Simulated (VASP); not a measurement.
# Fe (Im-3m) in VASP: further runs, part 2 of 2

VASP 6.6.1. The steps go on from the part before.

## Step 3: Single point, LDA, collinear spin, ferromagnetic start

INCAR reads:

```
SYSTEM = Fe
ALGO = Normal ; EDIFF = 1E-6
ENCUT = 520 ; ISIF = 2
ISMEAR = -1 ; ISPIN = 2
LASPH = .True. ; LCHARG = .False.
LMAXMIX = 4 ; LORBIT = 11
LREAL = .False. ; LWAVE = .False.
MAGMOM = 1.988 ; NBANDS = 14
NELM = 150 ; PREC = Accurate
SIGMA = 0.01
```

KPOINTS reads:

```
k-points
0
Gamma
  16 16 16
  0 0 0
```

POSCAR reads:

```
Fe
1.0
   -1.3745984210      1.3745984210      1.3745984210
    1.3745984210     -1.3745984210      1.3745984210
    1.3745984210      1.3745984210     -1.3745984210
Fe
1
Direct
    0.0000000000      0.0000000000      0.0000000000
```

Potentials or basis: VASP PAW LDA potentials, release 64 (Fe).

On the command line:

```sh
$ cat potpaw_LDA.64/Fe/POTCAR > POTCAR
$ mpirun -np 1 vasp_std > vasp.out
```

OUTCAR:

```text
SYSTEM = Fe
   EDIFF = 1E-6
   ENCUT = 520
   ISIF = 2
   ISMEAR = -1
   ISPIN = 2
   LASPH = .True.
   LORBIT = 11
   LREAL = .False.
   NELM = 150
   PREC = Accurate

 ion  position               nearest neighbor table
   1  0.000  0.000  0.000-

  LATTYP: Found a body centered cubic cell.
 ALAT       =     2.7491968420

  Lattice vectors:

 A1 = (  -1.3745984210,   1.3745984210,   1.3745984210)
 A2 = (   1.3745984210,  -1.3745984210,   1.3745984210)
[... 1016 lines left out ...]

 [... further k-points ...]
[... 5 lines left out ...]
  --------------------------------------------------------------------------------------
  -------------------------------------------------------------------------------------
  Total       -0.0589455     -0.0589455     -0.0589455     -0.0000000      0.0000000      0.0000000
  in kB       -9.0902091     -9.0902091     -9.0902091     -0.0000000      0.0000000      0.0000000
  external PRESSURE =      -9.0902091 kB  Pullay stress =       0.0000000 kB

 VOLUME and BASIS-vectors are now :
 -----------------------------------------------------------------------------
  energy-cutoff  :      520.00
  volume of cell :       10.39
      direct lattice vectors                 reciprocal lattice vectors
    -1.374598421  1.374598421  1.374598421     0.000000000  0.363742597  0.363742597
     1.374598421 -1.374598421  1.374598421     0.363742597  0.000000000  0.363742597
     1.374598421  1.374598421 -1.374598421     0.363742597  0.363742597  0.000000000

 POSITION                                       TOTAL-FORCE (eV/Angst)
 -----------------------------------------------------------------------------------
      0.00000      0.00000      0.00000        -0.000000      0.000000     -0.000000
 -----------------------------------------------------------------------------------
    total drift:                                0.000000     -0.000000      0.000000

  FREE ENERGIE OF THE ION-ELECTRON SYSTEM (eV)
  ---------------------------------------------------
  free  energy   TOTEN  =        -9.2245497229 eV

  energy  without entropy=       -9.2242019813  energy(sigma->0) =       -9.22437585

 total charge

# of ion       s       p       d       tot
------------------------------------------
    1        0.528   0.617   6.334   7.479

 magnetization (x)

# of ion       s       p       d       tot
------------------------------------------
    1       -0.008  -0.029   1.942   1.905
```

stdout:

```text
POSCAR found type information on POSCAR Fe
 POSCAR found :  1 types and       1 ions
 scaLAPACK will be used
 LDA part: xc-table for (Slater(with rela. corr.)+CA(PZ))
 , standard interpolation
 POSCAR, INCAR and KPOINTS ok, starting setup
 FFT: planning ... GRIDC
 FFT: planning ... GRID_SOFT
 FFT: planning ... GRID
 WAVECAR not read
 entering main loop
```

Run time: 54 s. Hardware: 1 thread of AMD EPYC 7R43 (Zen 3), shared host; peak memory 0.11 GiB.

Results:

| Item | Value |
| --- | --- |
| Free energy | -9.2245 eV |
| Pressure | -0.9 GPa |
| Net moment | 1.94 μB per cell |
| Site moments | Fe +1.91 μB |
| Valence electrons inside the program's atomic spheres | Fe 7.48 |

## Step 4: Single point, LDA, collinear spin, ferromagnetic start

INCAR reads:

```
PREC = Accurate
ENCUT = 520
EDIFF = 1E-7
ISMEAR = -1
SIGMA = 0.03
LREAL = F
LASPH = T
NELM = 150
ALGO = Normal
ISIF = 2
LWAVE = F
LCHARG = F
ISPIN = 2
MAGMOM = 1.988
LORBIT = 11
LMAXMIX = 4
NBANDS = 14
```

KPOINTS reads:

```
Automatic mesh
0
Gamma
  16 16 16
```

POSCAR is that of step 3.

Potentials or basis: VASP PAW LDA potentials, release 64 (Fe).

On the command line:

```sh
$ cat potpaw_LDA.64/Fe/POTCAR > POTCAR
$ mpirun -np 1 vasp_std > vasp.out
```

OUTCAR:

```text
PREC = Accurate
   ENCUT = 520
   EDIFF = 1E-7
   ISMEAR = -1
   LREAL = F
   LASPH = T
   NELM = 150
   ISIF = 2
   ISPIN = 2
   LORBIT = 11

 ion  position               nearest neighbor table
   1  0.000  0.000  0.000-

  LATTYP: Found a body centered cubic cell.
 ALAT       =     2.7491968420

  Lattice vectors:

 A1 = (  -1.3745984210,   1.3745984210,   1.3745984210)
 A2 = (   1.3745984210,  -1.3745984210,   1.3745984210)
 A3 = (   1.3745984210,   1.3745984210,  -1.3745984210)
[... 1022 lines left out ...]
  --------------------------------------------------------------------------------------
  -------------------------------------------------------------------------------------
  Total       -0.0678466     -0.0678466     -0.0678466     -0.0000000      0.0000000     -0.0000000
  in kB      -10.4628786    -10.4628786    -10.4628786     -0.0000000      0.0000000     -0.0000000
  external PRESSURE =     -10.4628786 kB  Pullay stress =       0.0000000 kB

 VOLUME and BASIS-vectors are now :
 -----------------------------------------------------------------------------
  energy-cutoff  :      520.00
  volume of cell :       10.39
      direct lattice vectors                 reciprocal lattice vectors
    -1.374598421  1.374598421  1.374598421     0.000000000  0.363742597  0.363742597
     1.374598421 -1.374598421  1.374598421     0.363742597  0.000000000  0.363742597
     1.374598421  1.374598421 -1.374598421     0.363742597  0.363742597  0.000000000

 POSITION                                       TOTAL-FORCE (eV/Angst)
 -----------------------------------------------------------------------------------
      0.00000      0.00000      0.00000        -0.000000      0.000000     -0.000000
 -----------------------------------------------------------------------------------
    total drift:                                0.000000     -0.000000      0.000000

  FREE ENERGIE OF THE ION-ELECTRON SYSTEM (eV)
  ---------------------------------------------------
  free  energy   TOTEN  =        -9.2260235478 eV

  energy  without entropy=       -9.2227321174  energy(sigma->0) =       -9.22437783

 total charge

# of ion       s       p       d       tot
------------------------------------------
    1        0.528   0.617   6.334   7.479

 magnetization (x)

# of ion       s       p       d       tot
------------------------------------------
    1       -0.008  -0.030   1.941   1.903
```

Wall time 52 s (1 thread of AMD EPYC 7R43 (Zen 3), shared host); peak memory 0.1 GiB.

What came out:

```
Free energy                                           : -9.2260 eV
Pressure                                              : -1.0 GPa
Net moment                                            : 1.94 μB per cell
Site moments                                          : Fe +1.90 μB
Valence electrons inside the program's atomic spheres : Fe 7.48
```

## Step 5: Single point, LDA, collinear spin, ferromagnetic start

INCAR reads:

```
SYSTEM = Fe
PREC = Accurate
ENCUT = 520
EDIFF = 1E-6
ISMEAR = -1
SIGMA = 0.1
LREAL = .False.
LASPH = .True.
NELM = 150
ALGO = Normal
ISIF = 2
LWAVE = .False.
LCHARG = .False.
ISPIN = 2
MAGMOM = 1.988
LORBIT = 11
LMAXMIX = 4
NBANDS = 14
```

KPOINTS reads:

```
regular mesh
0
Gamma
  16 16 16
  0 0 0
```

POSCAR is that of step 4.

On the command line:

```sh
$ cat potpaw_LDA.64/Fe/POTCAR > POTCAR
$ mpirun -np 1 vasp_std > vasp.out
```

Run time: 48 s. Hardware: 1 thread of AMD EPYC 7R43 (Zen 3), shared host; peak memory 0.1 GiB.

The run converged. Its results:

* Free energy: -9.2418 eV
* Pressure: -0.7 GPa
* Net moment: 1.94 μB per cell
* Site moments: Fe +1.90 μB
* Valence electrons inside the program's atomic spheres: Fe 7.48

Levels at points of the mesh, in eV from the Fermi level:
Spin up:
```tsv
k point	band 3	band 4	band 5	band 6	band 7	band 8
(0.00, 0.00, 0.00)	-2.50	-2.50	-0.95	-0.95	25.68	25.68
(0.50, 0.00, 0.00)	-0.91	-0.72	0.35	0.63	8.16	18.95
(0.50, 0.50, 0.50)	0.31	0.31	0.31	10.40	10.40	10.40
```
Spin down:
```csv
k point,band 1,band 2,band 3,band 4,band 5,band 6,band 7
"(0.00, 0.00, 0.00)",-8.74,-0.93,-0.93,-0.93,1.13,1.13,25.86
"(0.50, 0.00, 0.00)",-4.37,-2.35,0.73,1.05,1.42,2.45,9.37
"(0.50, 0.50, 0.50)",-3.96,-3.96,2.11,2.11,2.11,10.85,10.85
```

## Step 6: Summary

| smearing | gap on the mesh (eV) | pressure (GPa) | moment (μB) |
| --- | --- | --- | --- |
| fermi-dirac 0.05 eV | none | -0.9 | 1.94 |
| fermi-dirac 0.01 eV | none | -0.9 | 1.94 |
| fermi-dirac 0.03 eV | none | -1.0 | 1.94 |
| fermi-dirac 0.1 eV | none | -0.7 | 1.94 |

Alike in all rows: task single point; level LDA; potentials or basis VASP PAW LDA potentials, release 64 (Fe); spin collinear, ferromagnetic start; cell as given; k mesh 16 × 16 × 16; cutoff (eV) 520.

Every run on the cell as given and a fine mesh finds a metal.

Total energies depend on the potentials used, so only differences within one code and one set of settings carry meaning.
